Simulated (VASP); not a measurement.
Set up this calculation in VASP 6.6.1, as the native input.

```yaml
Task: single point
Functional: PBE
Potentials_or_basis: VASP PAW PBE potentials, release 64 (Sc_sv, Mo_sv)
Cutoff: 520 eV
k_mesh: 4 × 4 × 4
Occupations: gaussian, width 0.1 eV
Spin: no spin polarisation
Dipole_correction: no
Further_INCAR_settings: ALGO = Normal; EDIFF = 1e-07; NBANDS = 37
```

The structure of Sc4Mo lies in POSCAR:

```
Sc4Mo
1.0
    4.4089228100      0.0000000000      0.0000000000
    0.0000000000      4.4089228100      0.0000000000
    0.0000000000      0.0000000000      4.4089228100
Sc Mo
4 1
Direct
    0.5000000000      0.5000000000      0.5000000000
    0.0000000000      0.5000000000      0.5000000000
    0.5000000000      0.0000000000      0.5000000000
    0.5000000000      0.5000000000      0.0000000000
    0.0000000000      0.0000000000      0.0000000000
```

One way to write it, as run:

INCAR

```
  PREC = Accurate
  ENCUT = 520
  EDIFF = 1E-7
  ISMEAR = 0
  SIGMA = 0.1
  LREAL = F
  LASPH = T
  NELM = 60
  ALGO = Normal
  ISIF = 2
  LWAVE = F
  LCHARG = F
  GGA = PE
  NBANDS = 37
```

KPOINTS

```
Automatic mesh
0
Gamma
  4 4 4
```

Potentials or basis: VASP PAW PBE potentials, release 64 (Sc_sv, Mo_sv).

Command:

```sh
$ cat potpaw_PBE.64/Sc_sv/POTCAR potpaw_PBE.64/Mo_sv/POTCAR > POTCAR
$ mpirun -np 1 vasp_std > vasp.out
```

It gave:

* Pressure: 22.2 GPa
* Band gap on the k mesh: zero (band 29 reaches 7.17 eV, above the bottom of band 30 at 5.90 eV)

It took 45 s on 1 thread of Intel(R) Xeon(R) Platinum 8259CL CPU @ 2.50GHz (Skylake/Cascade Lake), with other jobs on the host, peak memory 0.2 GiB.
